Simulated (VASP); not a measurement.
Crystal: Sn2As2Se.

```
Sn As Se
1.0
    -2.95989    2.95989    3.85555
     2.95989   -2.95989    3.85555
     2.95989    2.95989   -3.85555
Sn As Se
2 2 1
Direct
  0.75000 0.25000 0.50000
  0.25000 0.75000 0.50000
  0.25439 0.25439 0.00000
  0.74561 0.74561 0.00000
  0.50000 0.50000 0.00000
```

The cell was built from a structure type or drawn by symmetry, and may not be a known phase.

* Program: VASP 6.6.1
* Task: relaxation of cell and atoms
* Functional: PBE
* Potentials or basis: VASP PAW PBE potentials, release 64 (Sn_d, As, Se)
* Cutoff: 600 eV
* k mesh: 4 × 4 × 4
* Occupations: gaussian, width 0.1 eV
* Spin: no spin polarisation

At the start: pressure 22.6 GPa; volume 27.02 Å³/atom.

Where does the relaxation end?

Over 24 steps the energy falls by 1413.0 meV/atom and the volume is 25.07 Å³/atom (-7.2 %); space group I4/mmm (No. 139, to 0.1 Å) before and after.

Step by step:
| step | energy change (eV) | largest force (eV/Å) | pressure (GPa) | volume (Å³) |
| --- | --- | --- | --- | --- |
| 1 | 0.0000 | 14.2818 | 22.62 | 135.11 |
| 2 | -3.1208 | 0.4642 | -7.81 | 212.93 |
| 3 | -3.6634 | 0.5823 | -7.84 | 203.47 |
| 4 | -4.1975 | 0.6453 | -7.83 | 194.85 |
| 5 | -5.7821 | 0.2148 | -5.48 | 164.50 |
| 6 | -5.6986 | 1.6268 | -1.60 | 151.96 |
| 7 | -5.8498 | 0.6263 | -4.41 | 159.79 |
| 8 | -5.8506 | 0.7233 | -4.14 | 158.87 |
| 9 | -6.2532 | 1.0099 | -1.19 | 144.00 |
| 10 | -6.3018 | 1.1343 | 0.65 | 138.15 |
| 11 | -6.4195 | 0.9270 | 0.07 | 137.14 |
| 12 | -6.6663 | 0.6094 | -1.14 | 134.14 |
| 13 | -6.9936 | 0.6948 | -0.91 | 128.23 |
| 14 | -6.8766 | 0.6638 | -1.68 | 131.22 |
| 15 | -6.9948 | 0.3332 | -1.63 | 129.62 |
| 16 | -7.0140 | 0.0174 | -1.43 | 129.05 |
| 17 | -7.0152 | 0.1117 | -1.32 | 128.87 |
| 18 | -6.8715 | 1.5232 | 4.80 | 117.66 |
| 19 | -7.0364 | 0.3790 | 0.03 | 125.55 |
| 20 | -6.9812 | 0.3051 | 2.52 | 120.96 |
| 21 | -7.0606 | 0.1051 | 0.68 | 124.01 |
| 22 | -7.0607 | 0.0819 | 0.76 | 123.88 |
| 23 | -7.0552 | 0.1403 | -1.02 | 127.73 |
| 24 | -7.0648 | 0.0133 | 0.02 | 125.37 |

Final structure:
```
CELL_PARAMETERS angstrom
-2.63344 2.63344 4.51937
2.63344 -2.63344 4.51937
2.63344 2.63344 -4.51937
ATOMIC_POSITIONS crystal
Sn 0.75000 0.25000 0.50000
Sn 0.25000 0.75000 0.50000
As 0.13668 0.13668 0.00000
As 0.86332 0.86332 0.00000
Se 0.50000 0.50000 0.00000
```
